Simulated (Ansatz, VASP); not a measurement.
# One calculation of Al2O3, two programs

```
Al O
1.0
     2.40430   -4.16437    0.00000
     4.80860    0.00000    0.00000
     2.40430   -1.38812    8.74982
Al O
8 12
Direct
  0.92606 0.92606 0.22181
  0.42606 0.42606 0.72181
  0.82394 0.82394 0.52819
  0.32394 0.32394 0.02819
  0.67606 0.67606 0.97181
  0.17606 0.17606 0.47181
  0.57394 0.57394 0.27819
  0.07394 0.07394 0.77819
  0.37500 0.06884 0.87500
  0.87500 0.56884 0.37500
  0.43116 0.81884 0.62500
  0.93116 0.31884 0.12500
  0.06884 0.68116 0.87500
  0.56884 0.18116 0.37500
  0.68116 0.37500 0.87500
  0.18116 0.87500 0.37500
  0.81884 0.12500 0.62500
  0.31884 0.62500 0.12500
  0.12500 0.43116 0.62500
  0.62500 0.93116 0.12500
```

Alike in both runs: task single point; functional PBE; k mesh 3 × 3 × 3; occupations gaussian, width 0.02 eV; no spin polarisation.

|  | VASP | Ansatz |
| --- | --- | --- |
| version | VASP 6.6.1 | Ansatz 0.2.0 |
| potentials or method | VASP PAW PBE potentials, release 64 (Al, O), cutoff 520 eV | scalar-relativistic, plane waves, PAW |
| valence electrons in the cell | 96 | 96 |

```csv
,VASP,Ansatz,Ansatz less VASP
gap on the k mesh at the Fermi level (eV),5.85,5.85,+0.004
least direct gap on the mesh (eV),5.85,5.85,+0.004
pressure (GPa),-0.2,0.0,+0.18
"traceless stress, the component that is largest in VASP (GPa)",-0.06,-0.02,+0.039
rms of the force components (eV/Å),0.003,0.002,-0.0015
```

Atom by atom the forces differ by 0.002 eV/Å (rms over components). The functional is the same, so the differences come from potentials, cutoffs and numerics.

The k mesh is coarse, so the values compare programs but aren't converged.
